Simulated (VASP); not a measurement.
ZnSe (rocksalt type):

```xyz
2
Lattice="0.0000 2.4940 2.4940 2.4940 0.0000 2.4940 2.4940 2.4940 0.0000" Properties=species:S:1:pos:R:3 pbc="T T T"
Zn    0.0000    0.0000    0.0000
Se    2.4940    2.4940    2.4940
```

```yaml
Program: VASP 6.6.1
Task: relaxation of cell and atoms
Functional: PBE
Potentials_or_basis: VASP PAW PBE potentials, release 64 (Zn, Se)
Cutoff: 600 eV
k_mesh: 13 × 13 × 13
Occupations: fermi-dirac, width 0.08 eV
Spin: no spin polarisation
```

At the start: pressure 26.3 GPa; volume 15.51 Å³/atom.

Problem. How do energy, volume and symmetry change on relaxing?

Solution. Over 5 steps the energy falls by 258.1 meV/atom and the volume is 19.39 Å³/atom (+25.0 %); space group Fm-3m (No. 225, to 0.05 Å).

Step by step:
| step | energy change (eV) | largest force (eV/Å) | pressure (GPa) | volume (Å³) |
| --- | --- | --- | --- | --- |
| 1 | 0.0000 | 0.0000 | 26.30 | 31.03 |
| 2 | -0.3984 | 0.0000 | -6.52 | 43.92 |
| 3 | -0.5163 | 0.0000 | 0.12 | 38.71 |
| 4 | -0.5162 | 0.0000 | -0.16 | 38.88 |
| 5 | -0.5163 | 0.0000 | 0.02 | 38.78 |

Final structure:
```
CELL_PARAMETERS angstrom
0.00000 2.68646 2.68646
2.68646 0.00000 2.68646
2.68646 2.68646 0.00000
ATOMIC_POSITIONS crystal
Zn 0.00000 0.00000 0.00000
Se 0.50000 0.50000 0.50000
```

Caveat: the volume moved by over 15 % at a fixed basis, so the end points are rough.
